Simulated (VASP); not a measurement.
# PtSe2 in VASP: a series of runs, part 2 of 2

VASP 6.6.1. Earlier steps stand in the parts before.

## (3) Single point, PBE+D3(BJ) (layers slid over each other)

INCAR reads:

```
SYSTEM = PtSe2
PREC     = Accurate       ! precision mode
ENCUT    = 520            ! plane-wave cutoff, eV
EDIFF    = 1E-6           ! SCF threshold, eV
ISMEAR   = 0              ! smearing method
SIGMA    = 0.05           ! smearing width, eV
LREAL    = .False.        ! projectors in reciprocal space
LASPH    = .True.         ! aspherical terms in the spheres
NELM     = 80             ! most SCF steps
ALGO     = Normal         ! electronic algorithm
ISIF     = 2              ! what is computed and relaxed
LWAVE    = .False.        ! write WAVECAR
LCHARG   = .True.         ! write CHGCAR
LDIPOL   = .True.       
IDIPOL   = 3            
DIPOL    = 0.5 0.5 0.391
GGA      = PE             ! functional
IVDW     = 12             ! dispersion correction
LELF     = .True.         ! ELF
LVHAR    = .True.       
LVACPOTAV= .True.       
NBANDS   = 31             ! bands
```

KPOINTS reads:

```
regular mesh
0
Gamma
  9 9 1
  0 0 0
```

POSCAR reads:

```
PtSe2
1.0
    3.7070358307      0.0000000000      0.0000000000
   -1.8535179153      3.2103872021      0.0000000000
    0.0000000000      0.0000000000     22.7981611688
Se Pt
4 2
Direct
    0.6666666667      0.3333333333      0.1973843402
    0.3333333333      0.6666666667      0.3135814565
    0.6666666667      1.3333333333      0.4675412418
    0.3333333333      1.6666666667      0.5837383581
    0.0000000000      0.0000000000      0.2554828983
    0.0000000000      1.0000000000      0.5256398000
```

Potentials or basis: VASP PAW PBE potentials, release 64 (Se, Pt).

Started as:

```console
$ cat potpaw_PBE.64/Se/POTCAR potpaw_PBE.64/Pt/POTCAR > POTCAR
$ mpirun -np 1 vasp_std > vasp.out
```

OUTCAR:

```text
SYSTEM = PtSe2
   PREC = Accurate
   ENCUT = 520
   EDIFF = 1E-6
   ISMEAR = 0
   LREAL = .False.
   LASPH = .True.
   NELM = 80
   ISIF = 2
   GGA = PE
   IVDW = 12
 IVDW          = 12

 ion  position               nearest neighbor table
   1  0.667  0.333  0.197-   5 2.52   5 2.52   5 2.52
   2  0.333  0.667  0.314-   5 2.52   5 2.52   5 2.52
   3  0.667  0.333  0.468-   6 2.52   6 2.52   6 2.52
   4  0.333  0.667  0.584-   6 2.52   6 2.52   6 2.52
   5  0.000  0.000  0.255-   1 2.52   1 2.52   1 2.52   2 2.52   2 2.52   2 2.52
   6  0.000  0.000  0.526-   4 2.52   4 2.52   4 2.52   3 2.52   3 2.52   3 2.52

  LATTYP: Found a hexagonal cell.
 ALAT       =     3.7070358307
 C/A-ratio  =     6.1499705452

  Lattice vectors:

 A1 = (   3.7070358307,   0.0000000000,   0.0000000000)
 A2 = (  -1.8535179153,   3.2103872021,   0.0000000000)
 A3 = (   0.0000000000,   0.0000000000,  22.7981611688)

Analysis of symmetry for initial positions (statically):
=====================================================================
 Subroutine PRICEL returns:
 Original cell was already a primitive cell.

 Routine SETGRP: Setting up the symmetry group for a
[... 176 lines left out ...]

 k-point     1 :       0.0000    0.0000    0.0000
  band No.  band energies     occupation
      1     -14.7579      2.00000
      2     -14.7106      2.00000
      3     -13.0183      2.00000
      4     -12.9225      2.00000
      5      -5.9918      2.00000
      6      -5.7802      2.00000
[... 397 lines left out ...]
     30       7.1331      0.00000
     31       7.8250      0.00000

------------------------ aborting loop because EDIFF is reached ----------------------------------------

 Edisp (eV)   -2.06391

 E8    (eV) :    -0.9152

  FORCE on cell =-STRESS in cart. coord.  units (eV):
  Direction    XX          YY          ZZ          XY          YZ          ZX
  --------------------------------------------------------------------------------------
  -------------------------------------------------------------------------------------
  Total      -0.14116    -0.14116    -0.81312    -0.00000     0.00000     0.00000
  in kB      -0.83355    -0.83355    -4.80155    -0.00000     0.00000     0.00000
  external pressure =       -2.16 kB  Pullay stress =        0.00 kB

 VOLUME and BASIS-vectors are now :
 -----------------------------------------------------------------------------
  energy-cutoff  :      520.00
  volume of cell :      271.32
      direct lattice vectors                 reciprocal lattice vectors
     3.707035831  0.000000000  0.000000000     0.269757306  0.155744453  0.000000000
    -1.853517915  3.210387202  0.000000000     0.000000000  0.311488907  0.000000000
     0.000000000  0.000000000 22.798161169     0.000000000  0.000000000  0.043863187

 POSITION                                       TOTAL-FORCE (eV/Angst)
 -----------------------------------------------------------------------------------
      1.85352      1.07013      4.50000         0.000000     -0.000000     -0.007330
     -0.00000      2.14026      7.14908        -0.000000     -0.000000      0.076043
      1.85352      1.07013     10.65908         0.000000      0.000000     -0.076043
     -0.00000      2.14026     13.30816        -0.000000      0.000000      0.007330
      0.00000      0.00000      5.82454         0.000000      0.000000      0.091256
      0.00000      0.00000     11.98362        -0.000000     -0.000000     -0.091256
 -----------------------------------------------------------------------------------
    total drift:                                0.000000     -0.000000     -0.000145

  FREE ENERGIE OF THE ION-ELECTRON SYSTEM (eV)
  ---------------------------------------------------
  free  energy   TOTEN  =       -30.6404999028 eV

  energy  without entropy=      -30.6404999028  energy(sigma->0) =      -30.64049990

 vacuum level on the upper side and lower side of the slab         4.978         4.978
```

stdout:

```text
POSCAR found type information on POSCAR SePt
 POSCAR found :  2 types and       6 ions
 scaLAPACK will be used
 LDA part: xc-table for (Slater+PW92), standard interpolation
 POSCAR, INCAR and KPOINTS ok, starting setup
 FFT: planning ... GRIDC
 FFT: planning ... GRID_SOFT
 FFT: planning ... GRID
 WAVECAR not read
 entering main loop
 -----------------------------------------------------------------------------
|                                                                             |
|           W    W    AA    RRRRR   N    N  II  N    N   GGGG   !!!           |
|           W    W   A  A   R    R  NN   N  II  NN   N  G    G  !!!           |
|           W    W  A    A  R    R  N N  N  II  N N  N  G       !!!           |
|           W WW W  AAAAAA  RRRRR   N  N N  II  N  N N  G  GGG   !            |
|           WW  WW  A    A  R   R   N   NN  II  N   NN  G    G                |
|           W    W  A    A  R    R  N    N  II  N    N   GGGG   !!!           |
|                                                                             |
|     Did not find any points to average over, which means that no vacuum     |
|     field-free region was found. Please increase the size of  your cell     |
|     in the dimension of the dipole correction to obtain accurate            |
|     workfunction values.                                                    |
|                                                                             |
 -----------------------------------------------------------------------------
```

It took 4.9 min on 1 thread of Intel Xeon 8259CL, shared host; peak memory 0.41 GiB.

What came out:

* Free energy: -30.6405 eV
* Largest force: 0.091 eV/Å
* Band gap on the k mesh: 1.02 eV (least direct gap 1.22 eV)
* Dispersion energy per atom: -0.344 eV

Forces in eV/Å, atoms in the order of the input:
```
Se   0.000  0.000 -0.007
Se   0.000  0.000  0.076
Se   0.000  0.000 -0.076
Se   0.000  0.000  0.007
Pt   0.000  0.000  0.091
Pt   0.000  0.000 -0.091
```

Levels at points of the mesh, in eV from the valence-band top:
```
           k point  band 20  band 21  band 22  band 23  band 24  band 25
(0.00, 0.00, 0.00)    -0.23    -0.20    -0.20     2.71     2.71     2.78
```

Caveat: the cell differs from its parent crystal (layers slid over each other); spin-orbit coupling is left out, which moves the levels of the heavy elements.

## (4) Single point, PBE+D3(BJ) (layers slid over each other)

INCAR reads:

```
SYSTEM = PtSe2
PREC = Accurate ; ENCUT = 520
EDIFF = 1E-7 ; ISMEAR = 0
SIGMA = 0.05 ; LREAL = .FALSE.
LASPH = .TRUE. ; NELM = 80
ALGO = Normal ; ISIF = 2
LWAVE = .FALSE. ; LCHARG = .FALSE.
LDIPOL = .TRUE. ; IDIPOL = 3
DIPOL = 0.5 0.5 0.391 ; GGA = PE
IVDW = 12 ; NBANDS = 31
```

KPOINTS reads:

```
regular mesh
0
G
  9 9 1
  0 0 0
```

POSCAR reads:

```
PtSe2
1.0
    3.7070358307      0.0000000000      0.0000000000
   -1.8535179153      3.2103872021      0.0000000000
    0.0000000000      0.0000000000     22.7981611688
Se Pt
4 2
Direct
    0.6666666667      0.3333333333      0.1973843402
    0.3333333333      0.6666666667      0.3135814565
    1.0000000000      1.0000000000      0.4675412418
    0.6666666667      1.3333333333      0.5837383581
    0.0000000000      0.0000000000      0.2554828983
    0.3333333333      0.6666666667      0.5256398000
```

Started as:

```console
$ cat potpaw_PBE.64/Se/POTCAR potpaw_PBE.64/Pt/POTCAR > POTCAR
$ mpirun -np 1 vasp_std > vasp.out
```

Wall time 5.3 min (1 thread of Intel Xeon 8259CL, shared host); peak memory 0.41 GiB.

Results (log left out):

```yaml
Free_energy: -30.6392 eV
Largest_force: 0.082 eV/Å
Band_gap_on_the_k_mesh: 1.04 eV (least direct gap 1.25 eV)
Dispersion_energy_per_atom: -0.344 eV
```

Forces on the atoms (eV/Å):
```
Se   0.000  0.000 -0.001
Se   0.000  0.000  0.082
Se   0.000  0.000 -0.082
Se   0.000  0.000  0.001
Pt   0.000  0.000  0.067
Pt   0.000  0.000 -0.067
```

Levels at points of the mesh, in eV from the valence-band top:
```csv
k point,band 20,band 21,band 22,band 23,band 24,band 25
"(0.00, 0.00, 0.00)",-0.22,-0.18,-0.18,2.74,2.74,2.78
```

Caveat: the cell differs from its parent crystal (layers slid over each other); spin-orbit coupling is left out, which moves the levels of the heavy elements.

## (5) The runs side by side

| cell | gap on the mesh (eV) | largest force (eV/Å) |
| --- | --- | --- |
| as given, atomic positions A | 0.83 | 0.03 |
| as given, atomic positions B | 1.02 | 0.09 |
| as given, atomic positions C | 1.04 | 0.08 |

Alike in all rows: task single point; level PBE+D3(BJ); potentials or basis VASP PAW PBE potentials, release 64 (Se, Pt); no spin polarisation; k mesh 9 × 9 × 1; cutoff (eV) 520; smearing gaussian 0.05 eV.

Caveats: spin-orbit coupling is left out, which moves the levels of the heavy elements.

Absolute energies hang on the potentials; compare differences alone.
